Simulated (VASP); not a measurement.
# Si16C16O (a cell with a defect) in VASP: a series of runs

Si16C16O (a cell with a defect) is run at these levels: PBE; tasks: single point.

Everything below comes from runs of VASP 6.6.1. Logs are shortened: lines on timing, memory, paths and dates and some standing lists are left out, and cuts for length are marked.

### 1 The cell of the first run

The cell holds a defect, 33 atoms: a = 6.188 Å, b = 6.188 Å, c = 10.129 Å, α = 90.00°, β = 90.00°, γ = 120.00°.

### 2 Single point, PBE

File INCAR:

```
ALGO = Normal ; EDIFF = 1E-6
ENCUT = 520 ; GGA = PE
GGA_COMPAT = F ; ISIF = 2
ISMEAR = -1 ; LASPH = T
LCHARG = F ; LREAL = Auto
LWAVE = F ; NBANDS = 89
NELM = 120 ; PREC = Accurate
SIGMA = 0.01
```

File KPOINTS:

```
k-points
0
Gamma
  1 1 1
```

File POSCAR:

```
Si16C16O
1.0
    6.1879230296      0.0000000560      0.0000000000
   -3.0939615633      5.3588985123      0.0000000000
    0.0000000000      0.0000000000     10.1287833600
Si C O
16 16 1
Direct
    0.3318612824      0.1518508447      0.9354713308
    0.1586181418      0.3307895009      0.4374317728
   -0.0077848311     -0.0009839254      0.6869809985
   -0.0025745713     -0.0035291881      0.1851017220
    0.2883631908      0.6874668490      0.9185014017
    0.1604248797      0.8307099952      0.4351347443
   -0.0200422645      0.4998237296      0.6819484796
   -0.0009888061      0.4953136388      0.1856043624
    0.8302582475      0.1630418782      0.9324325827
    0.6606083908      0.3276805251      0.4365614120
    0.4911957697      0.0040538492      0.6802423072
    0.4957221309     -0.0133543651      0.1862340158
    0.8373631237      0.6673415710      0.9385620734
    0.6614922571      0.8305953599      0.4372740564
    0.4820190843      0.5006764394      0.6901514445
    0.5048168689      0.4873112542      0.1994663083
    0.3289681949      0.1664109296      0.7469221593
    0.1664185514      0.3303318306      0.2466933921
   -0.0048894256     -0.0033184879      0.4981142824
   -0.0004807389      0.0031277763     -0.0032321537
    0.3080877228      0.6765934276      0.7345400894
    0.1622974162      0.8287941110      0.2442994453
   -0.0106497405      0.4979556163      0.4955346532
   -0.0141242426      0.4938534201     -0.0038733330
    0.8269464129      0.1670918763      0.7426079663
    0.6690674156      0.3187619320      0.2509788348
    0.4945489347     -0.0020795787      0.4942965682
    0.4965342513     -0.0238556246     -0.0045934183
    0.8123654102      0.6657594899      0.7508608140
    0.6647845828      0.8244636202      0.2481842620
    0.4912482725      0.4969240121      0.4986026907
    0.5419968772      0.4552291310      0.0190168023
    0.3687826518      0.4776691633      0.9400389078
```

Potentials or basis: VASP PAW PBE potentials, release 64 (Si, C, O).

On the command line:

```
cat potpaw_PBE.64/Si/POTCAR potpaw_PBE.64/C/POTCAR potpaw_PBE.64/O/POTCAR > POTCAR
mpirun -np 1 vasp_gam > vasp.out
```

OUTCAR:

```text
EDIFF = 1E-6
   ENCUT = 520
   GGA = PE
   ISIF = 2
   ISMEAR = -1
   LASPH = T
   LREAL = Auto
   NELM = 120
   PREC = Accurate

 ion  position               nearest neighbor table
   1  0.332  0.152  0.935-  32 1.87  20 1.89  17 1.91  33 1.91  28 1.92   5 2.75  13 3.03   9 3.05
                            11 3.06  12 3.09   4 3.10   3 3.11  15 3.11   9 3.14
   2  0.159  0.331  0.437-  31 1.89  19 1.89  23 1.90  18 1.93  16 3.04  10 3.07  14 3.09   8 3.09
                             6 3.09   3 3.09  15 3.09   7 3.10   6 3.10  14 3.10  10 3.12   4 3.12
   3  0.992  0.999  0.687-  25 1.87  29 1.90  17 1.90  19 1.91   9 3.04   7 3.05  15 3.07  11 3.07
                            14 3.09   2 3.09  13 3.11   1 3.11  11 3.12  15 3.12   6 3.12   7 3.14
   4  0.997  0.996  0.185-  22 1.88  30 1.89  18 1.89  20 1.91  13 3.06  12 3.07   8 3.08   6 3.09
                            16 3.09   1 3.10  16 3.10   8 3.11  12 3.11   2 3.12   9 3.12  14 3.12
   5  0.288  0.687  0.919-  33 1.62  28 1.78  24 1.82  21 1.87  13 2.74   1 2.75   7 2.92  11 2.96
                             9 3.06  15 3.08   8 3.13
   6  0.160  0.831  0.435-  23 1.89  19 1.89  27 1.89  22 1.93  11 3.05   7 3.07   4 3.09  10 3.09
                            14 3.09   2 3.09  12 3.10   2 3.10  14 3.10   8 3.10  10 3.10   3 3.12
   7  0.980  0.500  0.682-  21 1.84  25 1.89  23 1.89  29 1.92   5 2.92  10 3.02  11 3.05   3 3.05
                             6 3.07  15 3.08  13 3.09   2 3.10  15 3.11   9 3.12   3 3.14  11 3.14
   8  0.999  0.495  0.186-  22 1.88  18 1.89  26 1.89  24 1.92  16 3.04  12 3.06  13 3.08   4 3.08
                             2 3.09   6 3.10   4 3.11   9 3.12  10 3.12  12 3.13   5 3.13
   9  0.830  0.163  0.932-  20 1.88  24 1.89  28 1.90  25 1.92   3 3.04   1 3.05   5 3.06  13 3.09
                            13 3.10   7 3.12   8 3.12   4 3.12  12 3.13  11 3.14   1 3.14
  10  0.661  0.328  0.437-  23 1.86  27 1.86  26 1.88  31 1.92  16 2.94  11 3.02   7 3.02   2 3.07
                            14 3.08   6 3.09   6 3.10  14 3.11   2 3.12   8 3.12  12 3.13
  11  0.491  0.004  0.680-  21 1.84  17 1.87  27 1.88  25 1.91   5 2.96  10 3.02   7 3.05   6 3.05
                             1 3.06   3 3.07  14 3.07  15 3.09  15 3.10   3 3.12   9 3.14   7 3.14
  12  0.496  0.987  0.186-  22 1.88  30 1.88  26 1.90  28 1.93   8 3.06  14 3.07  16 3.07   4 3.07
                             1 3.09   6 3.10   4 3.11  16 3.12  10 3.13   8 3.13   9 3.13
  13  0.837  0.667  0.939-  24 1.82  32 1.82  20 1.89  29 1.91  33 2.53   5 2.74   1 3.03   4 3.06
                             8 3.08   7 3.09   9 3.09   9 3.10   3 3.11
  14  0.661  0.831  0.437-  27 1.88  19 1.89  31 1.89  30 1.92  16 3.03  12 3.07  11 3.07  10 3.08
                             2 3.09   6 3.09   3 3.09   6 3.10   2 3.10  10 3.11  15 3.11   4 3.12
  15  0.482  0.501  0.690-  29 1.87  17 1.88  21 1.93  31 1.94   3 3.07   5 3.08   7 3.08  11 3.09
                             2 3.09  11 3.10   7 3.11   1 3.11  14 3.11   3 3.12
  16  0.505  0.487  0.199-  26 1.86  32 1.87  30 1.87  18 1.88  10 2.94  14 3.03   8 3.04   2 3.04
                            12 3.07   4 3.09   4 3.10  12 3.12
  17  0.329  0.166  0.747-  11 1.87  15 1.88   3 1.90   1 1.91
  18  0.166  0.330  0.247-  16 1.88   8 1.89   4 1.89   2 1.93
  19  0.995  0.997  0.498-   6 1.89  14 1.89   2 1.89   3 1.91
  20  1.000  0.003  0.997-   9 1.88   1 1.89  13 1.89   4 1.91
  21  0.308  0.677  0.735-   7 1.84  11 1.84   5 1.87  15 1.93
  22  0.162  0.829  0.244-   4 1.88  12 1.88   8 1.88   6 1.93
[... 9 lines left out ...]
  32  0.542  0.455  0.019-  33 1.40  13 1.82  16 1.87   1 1.87
  33  0.369  0.478  0.940-  32 1.40   5 1.62   1 1.91  13 2.53

  LATTYP: Found a hexagonal cell.
 ALAT       =     6.1879230296
 C/A-ratio  =     1.6368631787

  Lattice vectors:

 A1 = (   6.1879230296,   0.0000000560,   0.0000000000)
 A2 = (  -3.0939615633,   5.3588985123,   0.0000000000)
 A3 = (   0.0000000000,   0.0000000000,  10.1287833600)

Analysis of symmetry for initial positions (statically):
=====================================================================
 Subroutine PRICEL returns:
 Original cell was already a primitive cell.

 Routine SETGRP: Setting up the symmetry group for a
 hexagonal supercell.

 Subroutine GETGRP returns: Found  1 space group operations
 (whereof  1 operations were pure point group operations)
 out of a pool of 24 trial point group operations.

The static configuration has the point symmetry C_1 .

Analysis of symmetry for dynamics (positions and initial velocities):
=====================================================================
 Subroutine PRICEL returns:
 Original cell was already a primitive cell.

 Routine SETGRP: Setting up the symmetry group for a
 hexagonal supercell.

 Subroutine GETGRP returns: Found  1 space group operations
 (whereof  1 operations were pure point group operations)
 out of a pool of 24 trial point group operations.

The dynamic configuration has the point symmetry C_1 .

 Subroutine INISYM returns: Found  1 space group operations
 (whereof  1 operations are pure point group operations),
 and found     1 'primitive' translations

----------------------------------------------------------------------------------------

                                     Primitive cell

  volume of cell :     335.8750

  direct lattice vectors                    reciprocal lattice vectors
     6.187923030  0.000000056  0.000000000     0.161605112  0.093302757  0.000000000
    -3.093961563  5.358898512  0.000000000    -0.000000002  0.186605511  0.000000000
     0.000000000  0.000000000 10.128783360     0.000000000  0.000000000  0.098728541

  length of vectors
     6.187923030  6.187923030 10.128783360     0.186605511  0.186605511  0.098728541

  position of ions in fractional coordinates (direct lattice)
     0.331861282  0.151850845  0.935471331
     0.158618142  0.330789501  0.437431773
     0.992215169  0.999016075  0.686980998
     0.997425429  0.996470812  0.185101722
     0.288363191  0.687466849  0.918501402
     0.160424880  0.830709995  0.435134744
[... 25 lines left out ...]
     0.541996877  0.455229131  0.019016802
     0.368782652  0.477669163  0.940038908

  ion indices of the primitive-cell ions
   primitive index   ion index
                 1           1
                 2           2
                 3           3
                 4           4
                 5           5
                 6           6
[... 25 lines left out ...]
                32          32
                33          33

----------------------------------------------------------------------------------------

 KPOINTS: k-points

Automatic generation of k-mesh.
 Grid dimensions read from file:
 generate k-points for:    1    1    1

 Generating k-lattice:

  Cartesian coordinates                     Fractional coordinates (reciprocal lattice)
     0.161605112  0.093302757  0.000000000     1.000000000  0.000000000  0.000000000
    -0.000000002  0.186605511  0.000000000    -0.000000000  1.000000000  0.000000000
     0.000000000  0.000000000  0.098728541     0.000000000  0.000000000  1.000000000

  Length of vectors
     0.186605511  0.186605511  0.098728541

  Shift w.r.t. Gamma in fractional coordinates (k-lattice)
     0.000000000  0.000000000  0.000000000

 Subroutine IBZKPT returns following result:
 ===========================================

 Found      1 irreducible k-points:

 Following reciprocal coordinates:
            Coordinates               Weight
  0.000000  0.000000  0.000000      1.000000
   k-points           NKPTS =      1   k-points in BZ     NKDIM =      1   number of bands    NBANDS=     89
   number of dos      NEDOS =    301   number of ions     NIONS =     33
   total plane-waves  NPLWV = 184320
   dimension x,y,z NGX =    48 NGY =   48 NGZ =   80
   dimension x,y,z NGXF=    96 NGYF=   96 NGZF=  160
   ions per type =              16  16   1
   NGX,Y,Z   is equivalent  to a cutoff of  12.90, 12.90, 13.13 a.u.
   NGXF,Y,Z  is equivalent  to a cutoff of  25.79, 25.79, 26.26 a.u.
 SYSTEM =  unknown system
   PREC   = accura    normal or accurate (medium, high low for compatibility)
   ISTART =      0    job   : 0-new  1-cont  2-samecut
   ICHARG =      2    charge: 1-file 2-atom 10-const
   ISPIN  =      1    spin polarized calculation?
   LNONCOLLINEAR =      F non collinear calculations
   LSORBIT =      F    spin-orbit coupling
   LASPH  =      T    aspherical Exc in radial PAW
   ENCUT  =  520.0 eV  38.22 Ry    6.18 a.u.  11.51 11.51 18.83*2*pi/ulx,y,z
   NELM   =    120;   NELMIN=  2; NELMDL= -5     # of ELM steps
   EDIFF  = 0.1E-05   stopping-criterion for ELM
   LREAL  =      T    real-space projection
   EDIFFG = 0.1E-04   stopping-criterion for IOM
   NSW    =      0    number of steps for IOM
   IBRION =     -1    ionic relax: 0-MD 1-quasi-New 2-CG
   NFREE  =      0    steps in history (QN), initial steepest desc. (CG)
   ISIF   =      2    stress and relaxation
   ISYM   =      2    0-nonsym 1-usesym 2-fastsym
   POTIM  = 0.5000    time-step for ionic-motion
   TEBEG  =    0.0;   TEEND  =   0.0 temperature during run
   PSTRESS=    0.0 pullay stress
   NELECT =     134.0000    total number of electrons
   NUPDOWN=      -1.0000    fix difference up-down
   EMIN   =  10.00;   EMAX   =-10.00  energy-range for DOS
   EFERMI =   0.00;   METHOD = LEGACY
   ISMEAR =    -1;   SIGMA  =   0.01  broadening in eV -4-tet -1-fermi 0-gaus
   EFERMI_NEDOS =   21; number of points for ismear=-14 and -15
   IALGO  =     38    algorithm
   IMIX   =      4    mixing-type and parameters
     AMIX     =   0.40;   BMIX     =  1.00
     AMIX_MAG =   1.60;   BMIX_MAG =  1.00
  volume/ion in A,a.u.               =      10.18        68.68
  Fermi-wavevector in a.u.,A,eV,Ry     =   1.205176  2.277453 19.761775  1.452450
  Thomas-Fermi vector in A             =   2.340880
   LORBIT       =      0    0 simple, 1 ext, 2 COOP (PROOUT), +10 PAW based schemes
   GGA     = PE    functional components
   LHFCALC =     F    Hartree Fock is set to
   AEXX    =    0.0000 exact exchange contribution
   IVDW    =     0    specifies the selected vdW correction
   LEPSILON=     F    determine dielectric tensor
   LRPA    =     F    only Hartree local field effects (RPA)
 non-spin polarized calculation
  energy-cutoff  :      520.00
  volume of cell :      335.88
 maximum number of plane-waves:      4519
 NGX is ok and might be reduce to    48
   NGX = 23   NGY = 23   NGZ = 37

 number of electron     134.0000000 magnetization

 Free energy of the ion-electron system (eV)
  ---------------------------------------------------
  ext. energy  EPLUGINS =         0.00000000
  ---------------------------------------------------
  free energy    TOTEN  =      -227.23973981 eV

  energy without entropy =     -227.23973981  energy(sigma->0) =     -227.23973981

 E-fermi :   8.6329     XC(G=0): -11.3248

 val. band max:        8.3605235695   @ k =   0.0000   0.0000   0.0000
 cond. band min:       9.9890187779   @ k =   0.0000   0.0000   0.0000
 fundamental gap:      1.6284952085
 Fermi energy:         8.6329452492

 k-point     1 :       0.0000    0.0000    0.0000
  band No.  band energies     occupation
      1     -13.9133      2.00000
      2      -6.9738      2.00000
      3      -5.9935      2.00000
      4      -5.6916      2.00000
      5      -4.6955      2.00000
      6      -3.7722      2.00000
[... 71 lines left out ...]
     78      12.8762      0.00000
     79      12.9872      0.00000
 [bands above 79 left out]

------------------------ aborting loop because EDIFF is reached ----------------------------------------

  FORCE on cell =-STRESS in cart. coord.  units (eV):
  Direction    XX          YY          ZZ          XY          YZ          ZX
  --------------------------------------------------------------------------------------
  -------------------------------------------------------------------------------------
  Total       37.1320054     27.1365747     -6.2183074     -7.4549416     -2.9089790      7.3189050
  in kB      177.1255726    129.4457780    -29.6623155    -35.5612575    -13.8762926     34.9123413
  external PRESSURE =      92.3030117 kB  Pullay stress =       0.0000000 kB

 VOLUME and BASIS-vectors are now :
 -----------------------------------------------------------------------------
  energy-cutoff  :      520.00
  volume of cell :      335.88
      direct lattice vectors                 reciprocal lattice vectors
     6.187923030  0.000000056  0.000000000     0.161605112  0.093302757  0.000000000
    -3.093961563  5.358898512  0.000000000    -0.000000002  0.186605511  0.000000000
     0.000000000  0.000000000 10.128783360     0.000000000  0.000000000  0.098728541

 POSITION                                       TOTAL-FORCE (eV/Angst)
 -----------------------------------------------------------------------------------
      1.58371      0.81375      9.47519         0.004990     -0.009778     -0.007192
     -0.04193      1.77267      4.43065         0.000084      0.002886      0.003055
      3.04883      5.35363      6.95828        -0.001614     -0.001802     -0.002630
      3.08895      5.33999      1.87486         0.003069     -0.000073      0.000448
     -0.34263      3.68407      9.30330        -0.016278      0.009508     -0.016946
     -1.57749      4.45169      4.40739        -0.000441     -0.002518      0.005185
[... 25 lines left out ...]
      1.94537      2.43953      0.19262         0.120971     -0.020542      0.080364
      0.80411      2.55978      9.52145        -0.100744      0.005066     -0.058111
 -----------------------------------------------------------------------------------
    total drift:                                0.031068      0.001352      0.031081

  FREE ENERGIE OF THE ION-ELECTRON SYSTEM (eV)
  ---------------------------------------------------
  free  energy   TOTEN  =      -227.2397398087 eV

  energy  without entropy=     -227.2397398087  energy(sigma->0) =     -227.23973981
```

It took 43 s on 1 thread of Intel Xeon 6975P-C (Granite Rapids), shared host; peak memory 0.4 GiB.

Results:

```yaml
Free_energy: -227.2397 eV
Pressure: 9.2 GPa
Largest_force: 0.147 eV/Å
Band_gap_on_the_k_mesh: 1.63 eV
```

Forces on the atoms (eV/Å):
```
Si   0.005 -0.010 -0.007
Si   0.000  0.003  0.003
Si  -0.002 -0.002 -0.003
Si   0.003  0.000  0.000
Si  -0.016  0.010 -0.017
Si   0.000 -0.003  0.005
Si   0.005  0.002  0.006
Si   0.000  0.003 -0.003
Si  -0.003  0.010  0.002
Si   0.001  0.002  0.001
Si   0.003 -0.005 -0.001
Si  -0.002  0.000  0.002
Si  -0.012 -0.003  0.002
Si  -0.001  0.002  0.006
Si  -0.005  0.004  0.001
Si   0.002  0.000 -0.012
C    0.008  0.004  0.009
C   -0.002  0.007  0.002
C    0.006  0.005  0.001
C    0.006 -0.002  0.004
C   -0.015  0.005 -0.004
C   -0.007 -0.005 -0.001
C   -0.001 -0.001 -0.006
C   -0.005 -0.010  0.000
C   -0.003  0.002 -0.008
C    0.001 -0.003 -0.002
C   -0.002  0.002 -0.001
C   -0.001  0.003  0.003
C    0.007 -0.002  0.005
C    0.001 -0.004  0.000
C    0.010  0.002 -0.011
C    0.121 -0.021  0.080
O   -0.101  0.005 -0.058
```

Caveat: the k points lie up to 1.17 Å⁻¹ apart.

### 3 Single point, PBE

File INCAR:

```
SYSTEM = Si16C16O
  ALGO = Normal
  EDIFF = 1E-6
  ENCUT = 520
  GGA = PE
  GGA_COMPAT = .False.
  ISIF = 2
  ISMEAR = -1
  LASPH = .True.
  LCHARG = .False.
  LREAL = Auto
  LWAVE = .False.
  NBANDS = 89
  NELM = 120
  PREC = Accurate
  SIGMA = 0.01
```

File KPOINTS:

```
k-points
0
Gamma
  1 1 1
  0 0 0
```

File POSCAR:

```
Si16C16O
1.0
    6.1879230300      0.0000000600      0.0000000000
   -3.0939615600      5.3588985100      0.0000000000
    0.0000000000      0.0000000000     10.1287833600
Si C O
16 16 1
Direct
    0.3285834846      0.1735680815      0.9326273986
    0.1681213246      0.3363288679      0.4352359708
   -0.0040722331      0.0052017796      0.6836826279
    0.0034430005      0.0008343302      0.1826243446
    0.3141825332      0.7174903194      0.9186569333
    0.1685164588      0.8378463027      0.4331657216
   -0.0063915251      0.5061441797      0.6816227699
    0.0154371616      0.5037725995      0.1844974866
    0.8349125736      0.1731139866      0.9315788910
    0.6730049156      0.3357692874      0.4366694680
    0.4983427612      0.0136533225      0.6806849892
    0.5060287292      0.0000874070      0.1824323299
    0.8448201640      0.6693485148      0.9353301698
    0.6678538764      0.8372462063      0.4335232962
    0.4954535130      0.5108600735      0.6850813065
    0.5145003519      0.4868123451      0.1978380980
    0.3290607172      0.1798975362      0.7435956096
    0.1762155416      0.3333036013      0.2459041485
    0.0005332726      0.0023821893      0.4948978287
   -0.0028787110      0.0040968141     -0.0057335713
    0.3247263081      0.6834889960      0.7375634376
    0.1722698011      0.8371111185      0.2422609063
    0.0029791405      0.5054473423      0.4956252659
    0.0220414997      0.5073095384     -0.0064322841
    0.8307423775      0.1719065897      0.7413795383
    0.6855241079      0.3269224496      0.2528159898
    0.5006069620      0.0053492687      0.4947725697
    0.5066979856      0.0342620095     -0.0065065684
    0.8260162861      0.6695480442      0.7468572120
    0.6686569951      0.8273486006      0.2434282769
    0.5021961019      0.5051948519      0.4956212480
    0.5402496371      0.4608010591      0.0146185779
   -0.4701146748     -0.3204304205      0.9829846144
```

Potentials or basis: VASP PAW PBE potentials, release 64 (Si, C, O).

On the command line:

```
cat potpaw_PBE.64/Si/POTCAR potpaw_PBE.64/C/POTCAR potpaw_PBE.64/O/POTCAR > POTCAR
mpirun -np 1 vasp_gam > vasp.out
```

It took 41 s on 1 thread of Intel Xeon 6975P-C (Granite Rapids), shared host; peak memory 0.4 GiB.

It converged, with:

```yaml
Free_energy: -227.2841 eV
Pressure: 9.1 GPa
Largest_force: 0.130 eV/Å
Band_gap_on_the_k_mesh: 1.58 eV
```

Forces on the atoms (eV/Å):
```
Si   0.007 -0.003  0.008
Si  -0.002 -0.003  0.005
Si  -0.001  0.001  0.002
Si   0.002  0.000  0.000
Si  -0.049  0.012 -0.017
Si   0.000 -0.002  0.000
Si   0.003 -0.002  0.003
Si  -0.002  0.003  0.006
Si  -0.006 -0.010  0.008
Si   0.001 -0.003  0.003
Si   0.000  0.002  0.007
Si  -0.006  0.001 -0.001
Si   0.012  0.007  0.004
Si   0.000  0.001  0.003
Si  -0.002  0.000  0.004
Si   0.002  0.000 -0.003
C   -0.001 -0.004  0.003
C    0.002  0.001 -0.007
C    0.002 -0.004  0.005
C   -0.001  0.010 -0.006
C    0.007  0.006  0.009
C   -0.002 -0.005 -0.012
C   -0.007 -0.005  0.004
C    0.007  0.005 -0.011
C    0.001 -0.002 -0.005
C   -0.004  0.011 -0.008
C   -0.003  0.004  0.001
C    0.007  0.000 -0.010
C   -0.001  0.000  0.000
C   -0.001  0.000 -0.007
C    0.005 -0.004  0.002
C    0.067 -0.109  0.024
O   -0.039  0.088 -0.016
```

Stress tensor (GPa, compression positive):
```
16.84 -2.72  4.15
-2.72 13.27 -1.95
 4.15 -1.95 -2.73
```

Levels at points of the mesh, in eV from the valence-band top:
| k point | band 63 | band 64 | band 65 | band 66 | band 67 | band 68 | band 69 | band 70 | band 71 | band 72 |
| --- | --- | --- | --- | --- | --- | --- | --- | --- | --- | --- |
| (0.00, 0.00, 0.00) | -0.68 | -0.60 | -0.16 | -0.06 | 0.00 | 1.58 | 1.99 | 2.07 | 2.15 | 2.64 |

Caveat: the k points lie up to 1.17 Å⁻¹ apart.
